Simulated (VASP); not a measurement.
# Hg (P6/mmm) in VASP: a series of runs

The runs below take Hg through single point, with PBE.

Everything below comes from runs of VASP 6.6.1. Logs are shortened: lines on timing, memory, paths and dates and some standing lists are left out, and cuts for length are marked.

## (1) The cell of the first run

The structure is hexagonal, space group P6/mmm (No. 191). The conventional cell has a = 4.600 Å, b = 4.600 Å, c = 3.921 Å, α = 90.00°, β = 90.00°, γ = 120.00°. Hg (site symmetry -6m2) has 9 Hg at 2.66 to 3.30 Å within 3.5 Å. Hg (site symmetry 6/mmm) has 14 Hg at 3.30 to 3.92 Å within 4.3 Å.

## (2) Single point, PBE

The input, INCAR:

```
SYSTEM = Hg
  PREC = Accurate
  ENCUT = 550
  EDIFF = 1E-6
  ISMEAR = -1
  SIGMA = 0.05
  LREAL = .FALSE.
  LASPH = .TRUE.
  NELM = 120
  ALGO = Normal
  ISIF = 2
  LWAVE = .FALSE.
  LCHARG = .FALSE.
  GGA = PE
  NBANDS = 37
  GGA_COMPAT = .FALSE.
```

The input, KPOINTS:

```
regular mesh
0
G
  7 7 7
  0 0 0
```

The input, POSCAR:

```
Hg
1.0
    4.5997436933      0.0000000000      0.0000000000
   -2.2998718467      3.9834948894      0.0000000000
    0.0000000000      0.0000000000      3.9209268928
Hg
3
Direct
    0.6666666667      0.3333333333      0.5000000000
    0.0000000000      0.0000000000      0.0000000000
    0.3333333333      0.6666666667      0.5000000000
```

Potentials or basis: VASP PAW PBE potentials, release 64 (Hg_sv_GW).

Command:

```sh
> cat potpaw_PBE.64/Hg_sv_GW/POTCAR > POTCAR
> mpirun -np 1 vasp_std > vasp.out
```

OUTCAR:

```text
SYSTEM = Hg
   PREC = Accurate
   ENCUT = 550
   EDIFF = 1E-6
   ISMEAR = -1
   LREAL = .FALSE.
   LASPH = .TRUE.
   NELM = 120
   ISIF = 2
   GGA = PE

 ion  position               nearest neighbor table
   1  0.667  0.333  0.500-   3 2.66   3 2.66   3 2.66   2 3.30   2 3.30   2 3.30   2 3.30   2 3.30
                             2 3.30
   2  0.000  0.000  0.000-   1 3.30   3 3.30   1 3.30   3 3.30   1 3.30   1 3.30   3 3.30   3 3.30
                             1 3.30   1 3.30   3 3.30   3 3.30
   3  0.333  0.667  0.500-   1 2.66   1 2.66   1 2.66   2 3.30   2 3.30   2 3.30   2 3.30   2 3.30
                             2 3.30

  LATTYP: Found a hexagonal cell.
 ALAT       =     4.5997436933
 C/A-ratio  =     0.8524229075

  Lattice vectors:

 A1 = (   4.5997436933,   0.0000000000,   0.0000000000)
 A2 = (  -2.2998718467,   3.9834948894,   0.0000000000)
 A3 = (   0.0000000000,   0.0000000000,   3.9209268928)

Analysis of symmetry for initial positions (statically):
=====================================================================
 Subroutine PRICEL returns:
 Original cell was already a primitive cell.

 Routine SETGRP: Setting up the symmetry group for a
 hexagonal supercell.

 Subroutine GETGRP returns: Found 24 space group operations
 (whereof 24 operations were pure point group operations)
 out of a pool of 24 trial point group operations.

The static configuration has the point symmetry D_6h.

Analysis of symmetry for dynamics (positions and initial velocities):
=====================================================================
 Subroutine PRICEL returns:
 Original cell was already a primitive cell.

 Routine SETGRP: Setting up the symmetry group for a
 hexagonal supercell.

 Subroutine GETGRP returns: Found 24 space group operations
 (whereof 24 operations were pure point group operations)
 out of a pool of 24 trial point group operations.

The dynamic configuration has the point symmetry D_6h.

 Subroutine INISYM returns: Found 24 space group operations
 (whereof 24 operations are pure point group operations),
 and found     1 'primitive' translations

----------------------------------------------------------------------------------------

                                     Primitive cell

  volume of cell :      71.8434

  direct lattice vectors                    reciprocal lattice vectors
[... 87 lines left out ...]
   ENCUT  =  550.0 eV  40.42 Ry    6.36 a.u.   8.80  8.80  7.50*2*pi/ulx,y,z
   NELM   =    120;   NELMIN=  2; NELMDL= -5     # of ELM steps
   EDIFF  = 0.1E-05   stopping-criterion for ELM
   LREAL  =      F    real-space projection
   EDIFFG = 0.1E-04   stopping-criterion for IOM
   NSW    =      0    number of steps for IOM
   IBRION =     -1    ionic relax: 0-MD 1-quasi-New 2-CG
   NFREE  =      0    steps in history (QN), initial steepest desc. (CG)
   ISIF   =      2    stress and relaxation
   ISYM   =      2    0-nonsym 1-usesym 2-fastsym
   POTIM  = 0.5000    time-step for ionic-motion
   TEBEG  =    0.0;   TEEND  =   0.0 temperature during run
   PSTRESS=    0.0 pullay stress
   NELECT =      60.0000    total number of electrons
   NUPDOWN=      -1.0000    fix difference up-down
   EMIN   =  10.00;   EMAX   =-10.00  energy-range for DOS
   EFERMI =   0.00;   METHOD = LEGACY
   ISMEAR =    -1;   SIGMA  =   0.05  broadening in eV -4-tet -1-fermi 0-gaus
   EFERMI_NEDOS =   21; number of points for ismear=-14 and -15
   IALGO  =     38    algorithm
   IMIX   =      4    mixing-type and parameters
     AMIX     =   0.40;   BMIX     =  1.00
     AMIX_MAG =   1.60;   BMIX_MAG =  1.00
  volume/ion in A,a.u.               =      23.95       161.61
  Fermi-wavevector in a.u.,A,eV,Ry     =   1.541688  2.913367 32.338334  2.376801
  Thomas-Fermi vector in A             =   2.647598
   LORBIT       =      0    0 simple, 1 ext, 2 COOP (PROOUT), +10 PAW based schemes
   GGA     = PE    functional components
   LHFCALC =     F    Hartree Fock is set to
   AEXX    =    0.0000 exact exchange contribution
   IVDW    =     0    specifies the selected vdW correction
   LEPSILON=     F    determine dielectric tensor
   LRPA    =     F    only Hartree local field effects (RPA)
 non-spin polarized calculation
  energy-cutoff  :      550.00
  volume of cell :       71.84
 maximum number of plane-waves:      2117
 NGX is ok and might be reduce to    36
   NGX = 17   NGY = 17   NGZ = 15

 number of electron      60.0000018 magnetization

 Free energy of the ion-electron system (eV)
  ---------------------------------------------------
  ext. energy  EPLUGINS =         0.00000000
  ---------------------------------------------------
  free energy    TOTEN  =         0.21463522 eV

  energy without entropy =        0.23141713  energy(sigma->0) =        0.22302617

 E-fermi :   6.0712     XC(G=0): -11.1569

 val. band max:        6.0421864110   @ k =   0.4286  -0.0000   0.1429
 cond. band min:       6.0907163687   @ k =   0.2857   0.1429   0.4286
 fundamental gap:      0.0485299577
 Fermi energy:         6.0712138758

 k-point     1 :       0.0000    0.0000    0.0000
  band No.  band energies     occupation
      1    -109.3979      2.00000
      2    -109.3838      2.00000
      3    -108.8247      2.00000
      4     -57.8378      2.00000
      5     -57.8378      2.00000
      6     -57.6968      2.00000
[... 949 lines left out ...]
     36      15.9036      0.00000
     37      16.7895      0.00000

 [... further k-points ...]

------------------------ aborting loop because EDIFF is reached ----------------------------------------

  FORCE on cell =-STRESS in cart. coord.  units (eV):
  Direction    XX          YY          ZZ          XY          YZ          ZX
  --------------------------------------------------------------------------------------
  -------------------------------------------------------------------------------------
  Total        5.9949964      5.9949964      1.2297106     -0.0000000      0.0000000      0.0000000
  in kB      133.6942932    133.6942932     27.4237504     -0.0000000      0.0000000      0.0000000
  external PRESSURE =      98.2707789 kB  Pullay stress =       0.0000000 kB

 VOLUME and BASIS-vectors are now :
 -----------------------------------------------------------------------------
  energy-cutoff  :      550.00
  volume of cell :       71.84
      direct lattice vectors                 reciprocal lattice vectors
     4.599743693  0.000000000  0.000000000     0.217403418  0.125517922  0.000000000
    -2.299871847  3.983494889  0.000000000     0.000000000  0.251035844  0.000000000
     0.000000000  0.000000000  3.920926893     0.000000000  0.000000000  0.255041736

 POSITION                                       TOTAL-FORCE (eV/Angst)
 -----------------------------------------------------------------------------------
      2.29987      1.32783      1.96046        -0.000000      0.000000      0.000000
      0.00000      0.00000      0.00000         0.000000     -0.000000      0.000000
     -0.00000      2.65566      1.96046         0.000000      0.000000     -0.000000
 -----------------------------------------------------------------------------------
    total drift:                                0.000000     -0.000000     -0.000000

  FREE ENERGIE OF THE ION-ELECTRON SYSTEM (eV)
  ---------------------------------------------------
  free  energy   TOTEN  =         0.2146352197 eV

  energy  without entropy=        0.2314171254  energy(sigma->0) =        0.22302617
```

It took 96 s on 1 thread of Intel Xeon Platinum 8375C at 2.90GHz (Ice Lake), shared host; peak memory 0.24 GiB.

What came out:

```
Free energy            : 0.2146 eV
Pressure               : 9.8 GPa
Band gap on the k mesh : zero (bands 30 and 31 overlap by 4.68 eV)
```

Stress tensor (GPa, compression positive):
```
13.37  0.00  0.00
 0.00 13.37  0.00
 0.00  0.00  2.74
```

Levels at points of the mesh, in eV from the Fermi level:
| k point | band 27 | band 28 | band 29 | band 30 | band 31 | band 32 | band 33 | band 34 |
| --- | --- | --- | --- | --- | --- | --- | --- | --- |
| (0.00, 0.00, 0.00) | -5.95 | -5.95 | 0.22 | 1.98 | 2.41 | 3.51 | 3.51 | 3.79 |

Caveat: the stress differs along the axes, from 3 to 13 GPa; spin-orbit coupling is left out, which moves the levels of the heavy elements.

## (3) Single point, PBE

This run uses another cell than the first one, of 21.65 Å³/atom.

The input, INCAR:

```
ALGO = Normal ; EDIFF = 1E-6
ENCUT = 550 ; GGA = PE
GGA_COMPAT = F ; ISIF = 2
ISMEAR = -1 ; LASPH = T
LCHARG = T ; LELF = T
LREAL = F ; LVHAR = T
LWAVE = F ; NBANDS = 37
NELM = 120 ; PREC = Accurate
SIGMA = 0.05
```

The input, KPOINTS:

```
k-points
0
Gamma
  7 7 7
```

The input, POSCAR:

```
Hg
1.0
    4.4473209336      0.0000000000      0.0000000000
   -2.2236604668      3.8514929073      0.0000000000
    0.0000000000      0.0000000000      3.7909982407
Hg
3
Direct
    0.6666666667      0.3333333333      0.5000000000
    0.0000000000      0.0000000000      0.0000000000
    0.3333333333      0.6666666667      0.5000000000
```

Potentials or basis: VASP PAW PBE potentials, release 64 (Hg_sv_GW).

Command:

```sh
> cat potpaw_PBE.64/Hg_sv_GW/POTCAR > POTCAR
> mpirun -np 1 vasp_std > vasp.out
```

Wall time 96 s (1 thread of AMD EPYC 7R43 (Zen 3), shared host); peak memory 0.2 GiB.

The run converged. Its results:

```yaml
Free_energy: 0.8262 eV
Pressure: 19.1 GPa
Band_gap_on_the_k_mesh: zero (bands 30 and 31 overlap by 5.58 eV)
```

Stress tensor (GPa, compression positive):
```
25.41  0.00  0.00
 0.00 25.41  0.00
 0.00  0.00  6.49
```

Levels at points of the mesh, in eV from the Fermi level:
```csv
k point,band 26,band 27,band 28,band 29,band 30,band 31,band 32,band 33,band 34,band 35
"(0.00, 0.00, 0.00)",-6.91,-6.07,-6.07,0.61,1.82,2.92,3.73,3.73,3.94,3.94
```

Caveat: the stress differs along the axes, from 6 to 25 GPa; spin-orbit coupling is left out, which moves the levels of the heavy elements.

## (4) Single point, PBE

This run uses another cell than the first one, of 23.03 Å³/atom.

The input, INCAR:

```
ALGO = Normal
EDIFF = 1E-6
ENCUT = 550
GGA = PE
GGA_COMPAT = F
ISIF = 2
ISMEAR = -1
LASPH = T
LCHARG = F
LREAL = F
LWAVE = F
NBANDS = 37
NELM = 120
PREC = Accurate
SIGMA = 0.05
```

KPOINTS is that of step 3.

The input, POSCAR:

```
Hg
1.0
    4.5400000000      0.0000000000      0.0000000000
   -2.2700000000      3.9317553332      0.0000000000
    0.0000000000      0.0000000000      3.8700000000
Hg
3
Direct
    0.6666666667      0.3333333333      0.5000000000
    0.0000000000      0.0000000000      0.0000000000
    0.3333333333      0.6666666667      0.5000000000
```

Command:

```sh
> cat potpaw_PBE.64/Hg_sv_GW/POTCAR > POTCAR
> mpirun -np 1 vasp_std > vasp.out
```

Run time: 61 s. Hardware: 1 thread of Intel Xeon Platinum 8559C (Emerald Rapids), shared host; peak memory 0.23 GiB.

It converged, with:

```
Free energy            : 0.4128 eV
Pressure               : 12.5 GPa
Band gap on the k mesh : zero (bands 30 and 31 overlap by 5.06 eV)
```

Stress tensor (GPa, compression positive):
```
16.98  0.00  0.00
 0.00 16.98  0.00
 0.00  0.00  3.68
```

Levels at points of the mesh, in eV from the Fermi level:
| k point | band 27 | band 28 | band 29 | band 30 | band 31 | band 32 | band 33 | band 34 |
| --- | --- | --- | --- | --- | --- | --- | --- | --- |
| (0.00, 0.00, 0.00) | -6.00 | -6.00 | 0.37 | 1.92 | 2.61 | 3.59 | 3.59 | 3.85 |

Caveat: the stress differs along the axes, from 4 to 17 GPa; spin-orbit coupling is left out, which moves the levels of the heavy elements.

## (5) Single point, PBE

This run uses another cell than the first one, of 22.57 Å³/atom.

The input, INCAR:

```
SYSTEM = Hg
ALGO = Normal
EDIFF = 1E-6
ENCUT = 550
GGA = PE
GGA_COMPAT = .FALSE.
ISIF = 2
ISMEAR = -1
LASPH = .TRUE.
LCHARG = .FALSE.
LREAL = .FALSE.
LWAVE = .FALSE.
NBANDS = 37
NELM = 120
PREC = Accurate
SIGMA = 0.05
```

The input, KPOINTS:

```
k-points
0
G
  7 7 7
  0 0 0
```

The input, POSCAR:

```
Hg
1.0
    4.5095292832      0.0000000000      0.0000000000
   -2.2547646416      3.9053669184      0.0000000000
    0.0000000000      0.0000000000      3.8440260630
Hg
3
Direct
    0.6666666667      0.3333333333      0.5000000000
    0.0000000000      0.0000000000      0.0000000000
    0.3333333333      0.6666666667      0.5000000000
```

Potentials or basis: VASP PAW PBE potentials, release 64 (Hg_sv_GW).

Command:

```sh
> cat potpaw_PBE.64/Hg_sv_GW/POTCAR > POTCAR
> mpirun -np 1 vasp_std > vasp.out
```

OUTCAR:

```text
SYSTEM = Hg
   EDIFF = 1E-6
   ENCUT = 550
   GGA = PE
   ISIF = 2
   ISMEAR = -1
   LASPH = .TRUE.
   LREAL = .FALSE.
   NELM = 120
   PREC = Accurate

 ion  position               nearest neighbor table
   1  0.667  0.333  0.500-   3 2.60   3 2.60   3 2.60   2 3.24   2 3.24   2 3.24   2 3.24   2 3.24
                             2 3.24
   2  0.000  0.000  0.000-   1 3.24   3 3.24   1 3.24   3 3.24   1 3.24   1 3.24   3 3.24   3 3.24
                             1 3.24   1 3.24   3 3.24   3 3.24
   3  0.333  0.667  0.500-   1 2.60   1 2.60   1 2.60   2 3.24   2 3.24   2 3.24   2 3.24   2 3.24
                             2 3.24

  LATTYP: Found a hexagonal cell.
 ALAT       =     4.5095292832
 C/A-ratio  =     0.8524229075

  Lattice vectors:

 A1 = (   4.5095292832,   0.0000000000,   0.0000000000)
 A2 = (  -2.2547646416,   3.9053669184,   0.0000000000)
 A3 = (   0.0000000000,   0.0000000000,   3.8440260630)

Analysis of symmetry for initial positions (statically):
=====================================================================
 Subroutine PRICEL returns:
 Original cell was already a primitive cell.

 Routine SETGRP: Setting up the symmetry group for a
 hexagonal supercell.

 Subroutine GETGRP returns: Found 24 space group operations
 (whereof 24 operations were pure point group operations)
 out of a pool of 24 trial point group operations.

The static configuration has the point symmetry D_6h.

Analysis of symmetry for dynamics (positions and initial velocities):
=====================================================================
 Subroutine PRICEL returns:
 Original cell was already a primitive cell.

 Routine SETGRP: Setting up the symmetry group for a
 hexagonal supercell.

 Subroutine GETGRP returns: Found 24 space group operations
 (whereof 24 operations were pure point group operations)
 out of a pool of 24 trial point group operations.
[... 118 lines left out ...]
   ISMEAR =    -1;   SIGMA  =   0.05  broadening in eV -4-tet -1-fermi 0-gaus
   EFERMI_NEDOS =   21; number of points for ismear=-14 and -15
   IALGO  =     38    algorithm
   IMIX   =      4    mixing-type and parameters
     AMIX     =   0.40;   BMIX     =  1.00
     AMIX_MAG =   1.60;   BMIX_MAG =  1.00
  volume/ion in A,a.u.               =      22.57       152.28
  Fermi-wavevector in a.u.,A,eV,Ry     =   1.572529  2.971650 33.645152  2.472849
  Thomas-Fermi vector in A             =   2.673950
   LORBIT       =      0    0 simple, 1 ext, 2 COOP (PROOUT), +10 PAW based schemes
   GGA     = PE    functional components
   LHFCALC =     F    Hartree Fock is set to
   AEXX    =    0.0000 exact exchange contribution
   IVDW    =     0    specifies the selected vdW correction
   LEPSILON=     F    determine dielectric tensor
   LRPA    =     F    only Hartree local field effects (RPA)
 non-spin polarized calculation
  energy-cutoff  :      550.00
  volume of cell :       67.70
 maximum number of plane-waves:      2007
 NGX is ok and might be reduce to    36
   NGX = 17   NGY = 17   NGZ = 15

 number of electron      59.9999996 magnetization

 Free energy of the ion-electron system (eV)
  ---------------------------------------------------
  ext. energy  EPLUGINS =         0.00000000
  ---------------------------------------------------
  free energy    TOTEN  =         0.53220853 eV

  energy without entropy =        0.54186304  energy(sigma->0) =        0.53703579

 E-fermi :   6.7830     XC(G=0): -11.5169

 val. band max:        6.7461626135   @ k =   0.2857   0.1429   0.4286
 cond. band min:       6.8235459483   @ k =   0.2857   0.0000   0.1429
 fundamental gap:      0.0773833348
 Fermi energy:         6.7829595430

 k-point     1 :       0.0000    0.0000    0.0000
  band No.  band energies     occupation
      1    -108.8871      2.00000
      2    -108.8683      2.00000
      3    -108.3023      2.00000
      4     -57.3533      2.00000
      5     -57.3533      2.00000
      6     -57.1791      2.00000
[... 949 lines left out ...]
     36      16.9897      0.00000
     37      17.8891      0.00000

 [... further k-points ...]

------------------------ aborting loop because EDIFF is reached ----------------------------------------

  FORCE on cell =-STRESS in cart. coord.  units (eV):
  Direction    XX          YY          ZZ          XY          YZ          ZX
  --------------------------------------------------------------------------------------
  -------------------------------------------------------------------------------------
  Total        8.1891214      8.1891214      1.8646095      0.0000000      0.0000000      0.0000000
  in kB      193.8065783    193.8065783     44.1284927      0.0000000      0.0000000      0.0000000
  external PRESSURE =     143.9138831 kB  Pullay stress =       0.0000000 kB

 VOLUME and BASIS-vectors are now :
 -----------------------------------------------------------------------------
  energy-cutoff  :      550.00
  volume of cell :       67.70
      direct lattice vectors                 reciprocal lattice vectors
     4.509529283  0.000000000  0.000000000     0.221752635  0.128028943  0.000000000
    -2.254764642  3.905366918  0.000000000     0.000000000  0.256057887  0.000000000
     0.000000000  0.000000000  3.844026063     0.000000000  0.000000000  0.260143918

 POSITION                                       TOTAL-FORCE (eV/Angst)
 -----------------------------------------------------------------------------------
      2.25476      1.30179      1.92201        -0.000000     -0.000000     -0.000000
      0.00000      0.00000      0.00000         0.000000      0.000000     -0.000000
     -0.00000      2.60358      1.92201         0.000000      0.000000      0.000000
 -----------------------------------------------------------------------------------
    total drift:                                0.000000     -0.000000     -0.000000

  FREE ENERGIE OF THE ION-ELECTRON SYSTEM (eV)
  ---------------------------------------------------
  free  energy   TOTEN  =         0.5322085346 eV

  energy  without entropy=        0.5418630447  energy(sigma->0) =        0.53703579
```

stdout:

```text
POSCAR found type information on POSCAR Hg
 POSCAR found :  1 types and       3 ions
 scaLAPACK will be used
 LDA part: xc-table for (Slater+PW92), standard interpolation
 POSCAR, INCAR and KPOINTS ok, starting setup
 FFT: planning ... GRIDC
 FFT: planning ... GRID_SOFT
 FFT: planning ... GRID
 WAVECAR not read
 entering main loop
```

It took 75 s on 1 thread of Intel Xeon Platinum 8259CL at 2.50GHz (Skylake/Cascade Lake), shared host; peak memory 0.23 GiB.

Results:

| Quantity | Value |
| --- | --- |
| Free energy | 0.5322 eV |
| Pressure | 14.4 GPa |
| Band gap on the k mesh | zero (bands 30 and 31 overlap by 5.25 eV) |

Stress tensor (GPa, compression positive):
```
19.38  0.00  0.00
 0.00 19.38  0.00
 0.00  0.00  4.41
```

Caveat: the stress differs along the axes, from 4 to 19 GPa; spin-orbit coupling is left out, which moves the levels of the heavy elements.

## (6) The runs side by side

| cell | gap on the mesh (eV) | pressure (GPa) |
| --- | --- | --- |
| a = 4.600, b = 4.600, c = 3.921 Å, angles 90.0, 90.0, 120.0°, 3 atoms | none | 9.8 |
| a = 4.447, b = 4.447, c = 3.791 Å, angles 90.0, 90.0, 120.0°, 3 atoms | none | 19.1 |
| a = 4.540, b = 4.540, c = 3.870 Å, angles 90.0, 90.0, 120.0°, 3 atoms | none | 12.5 |
| a = 4.510, b = 4.510, c = 3.844 Å, angles 90.0, 90.0, 120.0°, 3 atoms | none | 14.4 |

Alike in all rows: task single point; level PBE; potentials or basis VASP PAW PBE potentials, release 64 (Hg_sv_GW); no spin polarisation; k mesh 7 × 7 × 7; cutoff (eV) 550; smearing fermi-dirac 0.05 eV.

Caveats: spin-orbit coupling is left out, which moves the levels of the heavy elements; the stress differs along the axes, from 3 to 13 GPa (at least some runs); the stress differs along the axes, from 6 to 25 GPa (at least some runs); the stress differs along the axes, from 4 to 17 GPa (at least some runs); the stress differs along the axes, from 4 to 19 GPa (at least some runs).

Total energies depend on the potentials used, so only differences within one code and one set of settings carry meaning.

The gap in the log of VASP goes by the Fermi energy; the results here count the filled bands.